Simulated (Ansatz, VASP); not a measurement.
## SiC in VASP and in Ansatz

```
Si C
1.0
     0.00000    2.18611    2.17300
     2.18611    0.00000    2.17300
     2.18611    2.18611    0.00000
Si C
1 1
Direct
  0.00000 0.00000 0.00000
  0.25000 0.25000 0.25000
```

Change from the starting cell: epitaxial_xy strain +0.4%.

Alike in both runs: task single point; functional PBE; k mesh 10 × 10 × 10; occupations fermi-dirac, width 0.02 eV; no spin polarisation.

```csv
,VASP,Ansatz
version,VASP 6.6.1,Ansatz 0.2.0
potentials or method,"VASP PAW PBE potentials, release 64 (Si, C)","plane waves, PAW"
plane-wave cutoff (eV),520,420
valence electrons in the cell,8,8
```

Ansatz gave:

* gap on the k mesh at the Fermi level (eV): 1.30
* pressure (GPa): 2.4
* traceless stress, the component that is largest in VASP (GPa): 1.01

**Question.** What did VASP give for the same quantities?

**Answer.** gap on the k mesh at the Fermi level (eV): 1.30; pressure (GPa): 2.4; traceless stress, the component that is largest in VASP (GPa): 1.02.

With one functional, cell and mesh, what is left measures potentials, basis and numerics.
